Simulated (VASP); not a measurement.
Here is a VASP 6.6.1 calculation.

The input POSCAR:

```
SiO2
1.0
    0.0000000000      5.0813926900      7.0944098900
    5.0813926900      0.0000000000      7.0944098900
    5.0813926900      5.0813926900      0.0000000000
Si O
8 16
Direct
    0.2500000000      0.2500000000      0.4557663000
    0.7500000000      0.7500000000      0.9557663000
    0.0807663000      0.6692337000      0.1250000000
    0.5807663000      0.1692337000      0.6250000000
    0.4192337000      0.8307663000      0.3750000000
    0.9192337000      0.3307663000      0.8750000000
    0.0000000000      0.0000000000      0.2942337000
    0.5000000000      0.5000000000      0.7942337000
    0.0892867275      0.2360795175      0.6696805075
    0.5892867275      0.7360795175      0.1696805075
    0.4860795175      0.3392867275      0.7549532475
    0.9860795175      0.8392867275      0.2549532475
    0.4107132725      0.2639204825      0.4950467525
    0.9107132725      0.7639204825      0.9950467525
    0.2053194925      0.8700467525      0.3889204825
    0.7053194925      0.3700467525      0.8889204825
    0.0139204825      0.1607132725      0.0803194925
    0.5139204825      0.6607132725      0.5803194925
    0.3799532475      0.0446805075      0.3610795175
    0.8799532475      0.5446805075      0.8610795175
    0.2946805075      0.6299532475      0.9642867275
    0.7946805075      0.1299532475      0.4642867275
    0.1200467525      0.4553194925      0.2857132725
    0.6200467525      0.9553194925      0.7857132725
```

The input INCAR.step1:

```
SYSTEM = SiO2
PREC = Accurate
ENCUT = 520
EDIFF = 1E-5
ISMEAR = -1
SIGMA = 0.01
LREAL = .FALSE.
LASPH = .TRUE.
NELM = 120
ALGO = Normal
ISIF = 2
LWAVE = .TRUE.
GGA = PE
NBANDS = 82
GGA_COMPAT = .FALSE.
```

The input INCAR.step2:

```
SYSTEM = SiO2
PREC = Accurate
ENCUT = 520
EDIFF = 1E-6
ISMEAR = -1
SIGMA = 0.01
LREAL = .FALSE.
LASPH = .TRUE.
NELM = 120
ALGO = Normal
ISIF = 2
LWAVE = .FALSE.
LCHARG = .TRUE.
GGA = PE
LHFCALC = .TRUE.
AEXX = 0.25
PRECFOCK = Fast
LELF = .TRUE.
LVHAR = .TRUE.
ISTART = 1
NBANDS = 82
GGA_COMPAT = .FALSE.
```

KPOINTS

```
Automatic mesh
0
Gamma
  1 1 1
  0.25 0.25 0.25
```

Potentials or basis: VASP PAW PBE potentials, release 64 (Si, O).

Command:

```sh
$ cat potpaw_PBE.64/Si/POTCAR potpaw_PBE.64/O/POTCAR > POTCAR
$ cp INCAR.step1 INCAR
$ mpirun -np 1 vasp_std > vasp.out
$ cp INCAR.step2 INCAR
$ mpirun -np 1 vasp_std > vasp.out
```

(1) What does it give for the largest force?

(2) Estimate the pressure.

Answers

(1) 0.336 eV/Å.

(2) -4.6 GPa.

Caveat: the k points lie up to 0.98 Å⁻¹ apart, too coarse for converged energies, forces and pressures; the PAW data sets were made with another functional, which shifts forces and pressure a little.
